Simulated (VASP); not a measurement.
A run of VASP 6.6.1:

Contents of POSCAR:

```
YGa3N4
1.0
    3.3155310499      0.0000000000      0.0000000000
   -1.6577655249      2.8713341162      0.0000000000
    0.0000000000      0.0000000000     10.8776718591
Ga Y N
3 1 4
Direct
    0.3333333333      0.6666666667      0.0175327209
    0.3333333333      0.6666666667      0.4837330636
    0.6666666667      0.3333333333      0.2503871359
    0.6666666667      0.3333333333      0.7478578828
    0.3333333333      0.6666666667      0.1973685838
    0.3333333333      0.6666666667      0.6611290060
    0.6666666667      0.3333333333      0.4305601798
    0.6666666667      0.3333333333      0.9614314273
```

The input INCAR.step1:

```
SYSTEM = YGa3N4
PREC = Accurate
ENCUT = 520
ISMEAR = 0
SIGMA = 0.01
LREAL = .False.
LASPH = .True.
NELM = 80
NBANDS = 45
GGA = PE
ALGO = Normal
EDIFF = 1E-4
LWAVE = .True.
LCHARG = .False.
```

INCAR.step2

```
SYSTEM = YGa3N4
PREC = Accurate
ENCUT = 520
EDIFF = 1E-6
ISMEAR = 0
SIGMA = 0.01
LREAL = .False.
LASPH = .True.
NELM = 80
ALGO = Normal
ISIF = 2
LWAVE = .False.
LCHARG = .True.
METAGGA = R2SCAN
LMIXTAU = .True.
LELF = .True.
LVHAR = .True.
NBANDS = 45
ISTART = 1
```

KPOINTS

```
Automatic mesh
0
Gamma
  12 12 2
  0 0 0
```

Potentials or basis: VASP PAW PBE potentials, release 64 (Ga_d, Y_sv, N).

Run with:

```console
$ cat potpaw_PBE.64/Ga_d/POTCAR potpaw_PBE.64/Y_sv/POTCAR potpaw_PBE.64/N/POTCAR > POTCAR
$ cp INCAR.step1 INCAR
$ mpirun -np 1 vasp_std > vasp.out
$ cp INCAR.step2 INCAR
$ mpirun -np 1 vasp_std > vasp.out
```

Hardware: 1 thread of Intel(R) Xeon(R) 6975P-C (Granite Rapids) (shared host).

Q: Estimate the wall time of this run.

A: It took 8 min on 1 thread of Intel(R) Xeon(R) 6975P-C (Granite Rapids), on a shared host, peak memory 0.38 GiB. Counts: k points 38.
